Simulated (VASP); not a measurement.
# Hg (Fd-3m) in VASP: relaxation of cell and atoms with LDA

Aim: the relaxation of cell and atoms of Hg with LDA.

All numbers are computed with VASP 6.6.1; they aren't measurements. Logs are shortened: lines on timing, memory, paths and dates and some standing lists are left out, and cuts for length are marked.

## 1. The cell of the first run

The structure is cubic, space group Fd-3m (No. 227). The conventional cell has a = 6.446 Å, b = 6.446 Å, c = 6.446 Å, α = 90.00°, β = 90.00°, γ = 90.00°. Within 3.7 Å of Hg (site symmetry -43m) lie 4 Hg at 2.79 Å.

## 2. Relaxation of cell and atoms, LDA

Input file INCAR:

```
  ALGO = Normal
  EDIFF = 1E-6
  EDIFFG = -0.005
  ENCUT = 600
  GGA = CA
  IBRION = 2
  ISIF = 3
  ISMEAR = -1
  LASPH = True
  LCHARG = False
  LREAL = False
  LWAVE = False
  NELM = 100
  NSW = 45
  PREC = Accurate
  SIGMA = 0.05
```

Input file KPOINTS:

```
k-points
0
Gamma
  12 12 12
```

Input file POSCAR:

```
Hg
1.0
    0.0000000000      3.2230042964      3.2230042964
    3.2230042964      0.0000000000      3.2230042964
    3.2230042964      3.2230042964      0.0000000000
Hg
2
Direct
   -0.1250000000     -0.1250000000     -0.1250000000
    0.1250000000      0.1250000000      0.1250000000
```

Potentials or basis: VASP PAW LDA potentials, release 64 (Hg).

Run with:

```sh
$ cat potpaw_LDA.64/Hg/POTCAR > POTCAR
$ mpirun -np 1 vasp_std > vasp.out
```

OUTCAR:

```text
EDIFF = 1E-6
   EDIFFG = -0.005
   ENCUT = 600
   GGA = CA
   IBRION = 2
   ISIF = 3
   ISMEAR = -1
   LASPH = True
   LREAL = False
   NELM = 100
   NSW = 45
   PREC = Accurate

 ion  position               nearest neighbor table
   1  0.875  0.875  0.875-   2 2.79   2 2.79   2 2.79   2 2.79
   2  0.125  0.125  0.125-   1 2.79   1 2.79   1 2.79   1 2.79

  LATTYP: Found a face centered cubic cell.
 ALAT       =     6.4460085928

  Lattice vectors:

 A1 = (   0.0000000000,   3.2230042964,   3.2230042964)
 A2 = (   3.2230042964,   0.0000000000,   3.2230042964)
 A3 = (   3.2230042964,   3.2230042964,   0.0000000000)

Analysis of symmetry for initial positions (statically):
=====================================================================
 Subroutine PRICEL returns:
 Original cell was already a primitive cell.

 Routine SETGRP: Setting up the symmetry group for a
 face centered cubic supercell.

 Subroutine GETGRP returns: Found 48 space group operations
 (whereof 12 operations were pure point group operations)
 out of a pool of 48 trial point group operations.

The static configuration has the point symmetry D_3d.
 The point group associated with its full space group is O_h .

Analysis of symmetry for dynamics (positions and initial velocities):
=====================================================================
 Subroutine PRICEL returns:
 Original cell was already a primitive cell.

 Routine SETGRP: Setting up the symmetry group for a
 face centered cubic supercell.

 Subroutine GETGRP returns: Found 48 space group operations
 (whereof 12 operations were pure point group operations)
 out of a pool of 48 trial point group operations.

The dynamic configuration has the point symmetry D_3d.
 The point group associated with its full space group is O_h .

 Subroutine INISYM returns: Found 48 space group operations
 (whereof 12 operations are pure point group operations),
 and found     1 'primitive' translations

----------------------------------------------------------------------------------------

                                     Primitive cell

  volume of cell :      66.9596

  direct lattice vectors                    reciprocal lattice vectors
     0.000000000  3.223004296  3.223004296    -0.155134761  0.155134761  0.155134761
     3.223004296  0.000000000  3.223004296     0.155134761 -0.155134761  0.155134761
     3.223004296  3.223004296  0.000000000     0.155134761  0.155134761 -0.155134761

  length of vectors
     4.558016388  4.558016388  4.558016388     0.268701287  0.268701287  0.268701287

  position of ions in fractional coordinates (direct lattice)
     0.875000000  0.875000000  0.875000000
     0.125000000  0.125000000  0.125000000

  ion indices of the primitive-cell ions
   primitive index   ion index
                 1           1
                 2           2

----------------------------------------------------------------------------------------

 KPOINTS: k-points

Automatic generation of k-mesh.
 Grid dimensions read from file:
 generate k-points for:   12   12   12

 Generating k-lattice:

  Cartesian coordinates                     Fractional coordinates (reciprocal lattice)
    -0.012927897  0.012927897  0.012927897     0.083333333  0.000000000  0.000000000
     0.012927897 -0.012927897  0.012927897     0.000000000  0.083333333  0.000000000
     0.012927897  0.012927897 -0.012927897     0.000000000  0.000000000  0.083333333

  Length of vectors
     0.022391774  0.022391774  0.022391774

  Shift w.r.t. Gamma in fractional coordinates (k-lattice)
     0.000000000  0.000000000  0.000000000

 Subroutine IBZKPT returns following result:
 ===========================================

 Found     72 irreducible k-points:

 Following reciprocal coordinates:
            Coordinates               Weight
  0.000000  0.000000  0.000000      1.000000
  0.083333  0.000000  0.000000      8.000000
  0.166667  0.000000  0.000000      8.000000
  0.250000  0.000000  0.000000      8.000000
  0.333333  0.000000  0.000000      8.000000
  0.416667  0.000000  0.000000      8.000000
[... 16 lines left out ...]
  0.500000  0.166667  0.000000     24.000000
 -0.416667  0.166667  0.000000     24.000000
 [... further k-points ...]
   k-points           NKPTS =     72   k-points in BZ     NKDIM =     72   number of bands    NBANDS=     16
   number of dos      NEDOS =    301   number of ions     NIONS =      2
   total plane-waves  NPLWV =  46656
   dimension x,y,z NGX =    36 NGY =   36 NGZ =   36
   dimension x,y,z NGXF=    72 NGYF=   72 NGZF=   72
   ions per type =               2
   NGX,Y,Z   is equivalent  to a cutoff of  13.13, 13.13, 13.13 a.u.
   NGXF,Y,Z  is equivalent  to a cutoff of  26.26, 26.26, 26.26 a.u.
 SYSTEM =  unknown system
   PREC   = accura    normal or accurate (medium, high low for compatibility)
   ISTART =      0    job   : 0-new  1-cont  2-samecut
   ICHARG =      2    charge: 1-file 2-atom 10-const
   ISPIN  =      1    spin polarized calculation?
   LNONCOLLINEAR =      F non collinear calculations
   LSORBIT =      F    spin-orbit coupling
   LASPH  =      T    aspherical Exc in radial PAW
   ENCUT  =  600.0 eV  44.10 Ry    6.64 a.u.   9.10  9.10  9.10*2*pi/ulx,y,z
   NELM   =    100;   NELMIN=  2; NELMDL= -5     # of ELM steps
   EDIFF  = 0.1E-05   stopping-criterion for ELM
   LREAL  =      F    real-space projection
   EDIFFG = -.5E-02   stopping-criterion for IOM
   NSW    =     45    number of steps for IOM
   IBRION =      2    ionic relax: 0-MD 1-quasi-New 2-CG
   NFREE  =      1    steps in history (QN), initial steepest desc. (CG)
   ISIF   =      3    stress and relaxation
   ISYM   =      2    0-nonsym 1-usesym 2-fastsym
   POTIM  = 0.5000    time-step for ionic-motion
   TEBEG  =    0.0;   TEEND  =   0.0 temperature during run
   PSTRESS=    0.0 pullay stress
   NELECT =      24.0000    total number of electrons
   NUPDOWN=      -1.0000    fix difference up-down
   EMIN   =  10.00;   EMAX   =-10.00  energy-range for DOS
   EFERMI =   0.00;   METHOD = LEGACY
   ISMEAR =    -1;   SIGMA  =   0.05  broadening in eV -4-tet -1-fermi 0-gaus
   EFERMI_NEDOS =   21; number of points for ismear=-14 and -15
   IALGO  =     38    algorithm
   IMIX   =      4    mixing-type and parameters
     AMIX     =   0.40;   BMIX     =  1.00
     AMIX_MAG =   1.60;   BMIX_MAG =  1.00
  volume/ion in A,a.u.               =      33.48       225.93
  Fermi-wavevector in a.u.,A,eV,Ry     =   1.162896  2.197556 18.399540  1.352328
  Thomas-Fermi vector in A             =   2.299452
   LORBIT       =      0    0 simple, 1 ext, 2 COOP (PROOUT), +10 PAW based schemes
   GGA     = CA    functional components
   LHFCALC =     F    Hartree Fock is set to
   AEXX    =    0.0000 exact exchange contribution
   IVDW    =     0    specifies the selected vdW correction
   LEPSILON=     F    determine dielectric tensor
   LRPA    =     F    only Hartree local field effects (RPA)
 conjugate gradient relaxation of ions
 non-spin polarized calculation
  energy-cutoff  :      600.00
  volume of cell :       66.96
 maximum number of plane-waves:      2252
   NGX = 19   NGY = 19   NGZ = 19

--------------------------------------- Ionic step        1  -------------------------------------------

 number of electron      24.0000001 magnetization

 Free energy of the ion-electron system (eV)
  ---------------------------------------------------
  ext. energy  EPLUGINS =         0.00000000
  ---------------------------------------------------
  free energy    TOTEN  =        -1.38087246 eV

  energy without entropy =       -1.37113469  energy(sigma->0) =       -1.37600358

------------------------ aborting loop because EDIFF is reached ----------------------------------------

  FORCE on cell =-STRESS in cart. coord.  units (eV):
  Direction    XX          YY          ZZ          XY          YZ          ZX
  --------------------------------------------------------------------------------------
  -------------------------------------------------------------------------------------
  Total        0.1964909      0.1964909      0.1964909      0.0000000      0.0000000      0.0000000
  in kB        4.7015436      4.7015436      4.7015436      0.0000000      0.0000000      0.0000000
  external PRESSURE =       4.7015436 kB  Pullay stress =       0.0000000 kB

 VOLUME and BASIS-vectors are now :
 -----------------------------------------------------------------------------
  energy-cutoff  :      600.00
  volume of cell :       66.96
      direct lattice vectors                 reciprocal lattice vectors
     0.000000000  3.223004296  3.223004296    -0.155134761  0.155134761  0.155134761
     3.223004296  0.000000000  3.223004296     0.155134761 -0.155134761  0.155134761
     3.223004296  3.223004296  0.000000000     0.155134761  0.155134761 -0.155134761
[... 37 lines left out ...]
 POSITION                                       TOTAL-FORCE (eV/Angst)
 -----------------------------------------------------------------------------------
      5.66699      5.66699      5.66699         0.000000     -0.000000     -0.000000
      0.80957      0.80957      0.80957        -0.000000      0.000000      0.000000
 -----------------------------------------------------------------------------------
    total drift:                                0.000000      0.000000      0.000000

  FREE ENERGIE OF THE ION-ELECTRON SYSTEM (eV)
  ---------------------------------------------------
  free  energy   TOTEN  =        -1.3826780402 eV

  energy  without entropy=       -1.3734359291  energy(sigma->0) =       -1.37805698

--------------------------------------- Ionic step        3  -------------------------------------------

 number of electron      24.0000003 magnetization

 Free energy of the ion-electron system (eV)
  ---------------------------------------------------
  ext. energy  EPLUGINS =         0.00000000
  ---------------------------------------------------
  free energy    TOTEN  =        -1.38281583 eV

  energy without entropy =       -1.37373078  energy(sigma->0) =       -1.37827330

 E-fermi :   0.6628     XC(G=0):  -9.0393

 val. band max:        0.6502895509   @ k =  -0.3333   0.4167   0.1667
 cond. band min:       0.6715627464   @ k =   0.2500   0.0000   0.0000
 fundamental gap:      0.0212731955
 Fermi energy:         0.6627829776

 k-point     1 :       0.0000    0.0000    0.0000
  band No.  band energies     occupation
      1      -7.2698      2.00000
      2      -7.1602      2.00000
      3      -7.1602      2.00000
      4      -7.1602      2.00000
      5      -7.0806      2.00000
      6      -7.0806      2.00000
[... 8 lines left out ...]
     15       5.9027      0.00000
     16       7.2083      0.00000
[... 419 lines left out ...]
 k-point    24 :      -0.4167    0.1667    0.0000
  band No.  band energies     occupation
      1      -7.3624      2.00000
      2      -7.2960      2.00000
      3      -7.1180      2.00000
      4      -6.8466      2.00000
      5      -6.8058      2.00000
      6      -6.7144      2.00000
[... 8 lines left out ...]
     15       5.9221      0.00000
     16       7.5801      0.00000

 [... further k-points ...]

------------------------ aborting loop because EDIFF is reached ----------------------------------------

  FORCE on cell =-STRESS in cart. coord.  units (eV):
  Direction    XX          YY          ZZ          XY          YZ          ZX
  --------------------------------------------------------------------------------------
  -------------------------------------------------------------------------------------
  Total        0.0090674      0.0090674      0.0090674      0.0000000      0.0000000      0.0000000
  in kB        0.2128970      0.2128970      0.2128970      0.0000000      0.0000000      0.0000000
  external PRESSURE =       0.2128970 kB  Pullay stress =       0.0000000 kB

 VOLUME and BASIS-vectors are now :
 -----------------------------------------------------------------------------
  energy-cutoff  :      600.00
  volume of cell :       68.24
      direct lattice vectors                 reciprocal lattice vectors
    -0.000000000  3.243379979  3.243379979    -0.154160167  0.154160167  0.154160167
     3.243379979  0.000000000  3.243379979     0.154160167 -0.154160167  0.154160167
     3.243379979  3.243379979  0.000000000     0.154160167  0.154160167 -0.154160167

 POSITION                                       TOTAL-FORCE (eV/Angst)
 -----------------------------------------------------------------------------------
      5.67591      5.67591      5.67591         0.000000      0.000000      0.000000
      0.81084      0.81084      0.81084        -0.000000     -0.000000     -0.000000
 -----------------------------------------------------------------------------------
    total drift:                                0.000000      0.000000      0.000000

  FREE ENERGIE OF THE ION-ELECTRON SYSTEM (eV)
  ---------------------------------------------------
  free  energy   TOTEN  =        -1.3828158282 eV

  energy  without entropy=       -1.3737307753  energy(sigma->0) =       -1.37827330

 reached required accuracy - stopping structural energy minimisation
```

It took 3.6 min on 1 thread of Oxide Virtual Turin-like, shared host; peak memory 0.18 GiB.

Results:

* Free energy: -1.3828 eV
* Relaxed volume: 34.12 Å³/atom
* Relaxed cell: a = 4.587 Å, b = 4.587 Å, c = 4.587 Å, α = 60.00°, β = 60.00°, γ = 60.00°
* Space group after relaxing (to 0.05 Å): Fd-3m (No. 227)
* Energy gained by relaxing: 1.0 meV/atom
* Ionic steps: 3
* Pressure after relaxing: 0.0 GPa
* Band gap on the k mesh: zero (band 12 reaches 4.24 eV, above the bottom of band 13 at 0.33 eV)

Step by step:
```
step  energy change (eV)  largest force (eV/Å)  pressure (GPa)  volume (Å³)
   1              0.0000                0.0000            0.47        66.96
   2             -0.0018                0.0000            0.13        67.92
   3             -0.0019                0.0000            0.02        68.24
```

Final structure:
```yaml
crystal:
  lattice:
    - [0.00000, 3.24338, 3.24338]
    - [3.24338, 0.00000, 3.24338]
    - [3.24338, 3.24338, 0.00000]
  atoms:
    - { symbol: Hg, position: [0.87500, 0.87500, 0.87500] }
    - { symbol: Hg, position: [0.12500, 0.12500, 0.12500] }
```

Levels at points of the mesh, in eV from the Fermi level:
| k point | band 9 | band 10 | band 11 | band 12 | band 13 | band 14 | band 15 | band 16 |
| --- | --- | --- | --- | --- | --- | --- | --- | --- |
| (0.00, 0.00, 0.00) | -6.56 | -6.14 | -6.14 | 3.58 | 5.24 | 5.24 | 5.24 | 6.55 |
| (0.50, 0.00, 0.00) | -6.14 | -6.14 | -4.71 | -3.15 | 3.20 | 3.20 | 3.97 | 7.31 |
| (0.50, 0.50, 0.00) | -6.04 | -6.04 | -3.58 | -3.58 | 1.05 | 1.05 | 4.33 | 4.33 |

Caveat: spin-orbit coupling is left out, which moves the levels of the heavy elements.
